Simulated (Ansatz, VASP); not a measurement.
# Two plane-wave programs on Au

```
Au
1.0
     2.90000    0.00000    0.00000
    -1.45000    2.51147    0.00000
     0.00000    0.00000    4.88000
Au
2
Direct
  0.66667 0.33333 0.25000
  0.33333 0.66667 0.75000
```

Alike in both runs: task single point; functional LDA; k mesh 11 × 11 × 6; occupations fermi-dirac, width 0.05 eV; no spin polarisation.

|  | VASP | Ansatz |
| --- | --- | --- |
| version | VASP 6.6.1 | Ansatz 0.2.0 |
| potentials or method | VASP PAW LDA potentials, release 64 (Au) | Ansatz PAW |
| plane-wave cutoff (eV) | 520 | 420 |
| valence electrons in the cell | 22 | 38 |

Ansatz gave:

| Item | Value |
| --- | --- |
| gap on the k mesh at the Fermi level (eV) | none |
| pressure (GPa) | -10.8 |
| traceless stress, the component that is largest in VASP (GPa) | -0.07 |

**Question.** What did VASP give for the same quantities?

**Answer.** gap on the k mesh at the Fermi level (eV): none; pressure (GPa): -10.4; traceless stress, the component that is largest in VASP (GPa): -0.15.

LDA's correlation is that of Perdew and Zunger in VASP and of Perdew and Wang (1992) in Ansatz. A gap of «none» marks a metal or a gap that the smearing closes. VASP's potentials hold 22 valence electrons a cell and Ansatz's 38, so a difference there can come from the potentials and not from the codes.

Spin-orbit coupling is off throughout.
